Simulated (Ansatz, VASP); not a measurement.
## One calculation of PtF2, two programs

```
Pt F
1.0
     2.86199   -3.23702    0.00000
     2.86199    3.23702    0.00000
     0.00000    0.00000    3.12152
Pt F
1 2
Direct
  0.50000 0.50000 0.50000
  0.72418 0.72418 0.00000
  0.27582 0.27582 0.00000
```

Alike in both runs: functional PBE; k mesh 4 × 4 × 6; occupations gaussian, width 0.1 eV; no spin polarisation.

Ansatz relaxed the structure, and its values are those at the end. VASP's run is a single point on that final structure, the one shown.

|  | VASP | Ansatz |
| --- | --- | --- |
| version | VASP 6.6.1 | Ansatz 0.2.0 |
| potentials or method | VASP PAW PBE potentials, release 64 (Pt_sv_GW, F), cutoff 600 eV | scalar-relativistic, plane waves, PAW |
| valence electrons in the cell | 32 | 32 |

```csv
,VASP,Ansatz,Ansatz less VASP
gap on the k mesh at the Fermi level (eV),1.18,1.20,+0.025
least direct gap on the mesh (eV),1.30,1.33,+0.030
pressure (GPa),0.0,0.1,+0.14
rms of the force components (eV/Å),0.034,0.004,-0.0300
```

Spin-orbit coupling is off throughout.
